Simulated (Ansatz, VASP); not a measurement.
One calculation of BaTe, two programs

Contents of INCAR:

```
SYSTEM = BaTe
PREC     = Accurate       ! precision mode
ENCUT    = 520            ! plane-wave cutoff, eV
EDIFF    = 1E-6           ! SCF threshold, eV
ISMEAR   = 0              ! smearing method
SIGMA    = 0.05           ! smearing width, eV
LREAL    = .FALSE.        ! projectors in reciprocal space
LASPH    = .TRUE.         ! aspherical terms in the spheres
NELM     = 60             ! most SCF steps
ALGO     = Normal         ! electronic algorithm
ISIF     = 2              ! what is computed and relaxed
LWAVE    = .FALSE.        ! write WAVECAR
LCHARG   = .FALSE.        ! write CHGCAR
GGA      = PS             ! functional
NBANDS   = 24             ! bands
```

The input KPOINTS:

```
Automatic mesh
0
G
  8 8 6
  0 0 0
```

POSCAR

```
BaTe
1.0
    4.8488408938      0.0000000000      0.0000000000
   -2.4244204469      4.1992193930      0.0000000000
    0.0000000000      0.0000000000      8.6001762635
Ba Te
2 2
Direct
    0.3333333333      0.6666666667      0.2500000000
    0.6666666667      0.3333333333      0.7500000000
    0.0000000000      0.0000000000      0.0000000000
    0.0000000000      0.0000000000      0.5000000000
```

Input for Ansatz:

```yaml
crystal:
  lattice:
    - [4.8488408938, 0.0, 0.0]
    - [-2.4244204469, 4.199219393, 0.0]
    - [0.0, 0.0, 8.6001762635]
  atoms:
    - { symbol: Ba, position: [0.3333333333, 0.6666666667, 0.25] }
    - { symbol: Ba, position: [0.6666666667, 0.3333333333, 0.75] }
    - { symbol: Te, position: [0.0, 0.0, 0.0] }
    - { symbol: Te, position: [0.0, 0.0, 0.5] }
basis:
  ecutwfc: 420
  ecutrho_ratio: 4
kpoints:
  mp_grid: { grid: [8, 8, 6] }
hamiltonian:
  xc: pbesol
scf:
  occupations: { method: gaussian, width: 0.05 }
output:
  forces: true
  stress: true
  eigenvalues: true
  populations: true
```

Alike in both runs: task single point; functional PBEsol; k mesh 8 × 8 × 6; occupations gaussian, width 0.05 eV; no spin polarisation.

```csv
,VASP,Ansatz
version,VASP 6.6.1,Ansatz 0.2.0
potentials or method,"VASP PAW PBE potentials, release 64 (Ba_sv, Te), cutoff 520 eV","scalar-relativistic, plane waves, PAW"
valence electrons in the cell,32,52
```

|  | VASP | Ansatz | Ansatz less VASP |
| --- | --- | --- | --- |
| gap on the k mesh at the Fermi level (eV) | 1.22 | 1.28 | +0.062 |
| least direct gap on the mesh (eV) | 1.55 | 1.60 | +0.049 |
| pressure (GPa) | -1.2 | -1.5 | -0.34 |
| traceless stress, the component that is largest in VASP (GPa) | -0.09 | -0.11 | -0.028 |

VASP's potentials were made for PBE, not for PBEsol. VASP's potentials hold 32 valence electrons a cell and Ansatz's 52, so a difference there can come from the potentials and not from the codes.

Spin-orbit coupling is off throughout.
